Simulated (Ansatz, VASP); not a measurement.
# CoSi in VASP and in Ansatz

```
Co Si
1.0
     0.00000    2.14928    2.14928
     2.14928    0.00000    2.14928
     2.14928    2.14928    0.00000
Co Si
1 1
Direct
  0.00000 0.00000 0.00000
  0.50000 0.50000 0.50000
```

Change from the starting cell: volume scaled by 0.8, PAW files.

Alike in both runs: task single point; functional r2SCAN; k mesh 14 × 14 × 14; occupations fermi-dirac, width 0.1 eV; no spin polarisation.

|  | VASP | Ansatz |
| --- | --- | --- |
| version | VASP 6.6.1 | Ansatz 0.2.0 |
| potentials or method | VASP PAW PBE potentials, release 64 (Co, Si) | PAW with Ansatz's default frozen-core files, scalar-relativistic |
| plane-wave cutoff (eV) | 660 | 500 |
| valence electrons in the cell | 13 | 21 |

```csv
,VASP,Ansatz,Ansatz less VASP
pressure (GPa),62.1,61.1,-0.97
```

VASP's potentials were made for PBE, not for r2SCAN. Both programs put the cell under a high pressure, so it lies far from rest at this level. VASP's potentials hold 13 valence electrons a cell and Ansatz's 21, so a difference there can come from the potentials and not from the codes.

Noted on VASP's run: the cell as given lies far from equilibrium.
